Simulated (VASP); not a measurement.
The system is NaI.

```xyz
2
Lattice="0.0000 3.1803 3.1803 3.1803 0.0000 3.1803 3.1803 3.1803 0.0000" Properties=species:S:1:pos:R:3 pbc="T T T"
Na    0.0000    0.0000    0.0000
I     3.1803    3.1803    3.1803
```

Base run:

| Property | Result |
| --- | --- |
| Program | VASP 6.6.1 |
| Functional | PBE |
| Dispersion | D3(BJ) |
| Potentials or basis | VASP PAW PBE potentials, release 64 (Na_pv, I) |
| Cutoff | 520 eV |
| k mesh | 5 × 5 × 5 |
| Occupations | gaussian, width 0.01 eV |
| Spin | no spin polarisation |

Its results: band gap on the k mesh 3.79 eV, direct; pressure 0.0 GPa.

Question: The run is repeated on the same cell with these changes: functional from PBE to PBEsol; k mesh from 5 × 5 × 5 to 6 × 6 × 6. What comes out?

Answer: Band gap on the k mesh 3.64 eV, direct; pressure -0.9 GPa.

Several settings changed at once, so the effect can't be laid on one alone.

Caveats: spin-orbit coupling is left out, which moves the levels of the heavy elements; the PAW data sets were made with another functional, which shifts forces and pressure a little (some runs).

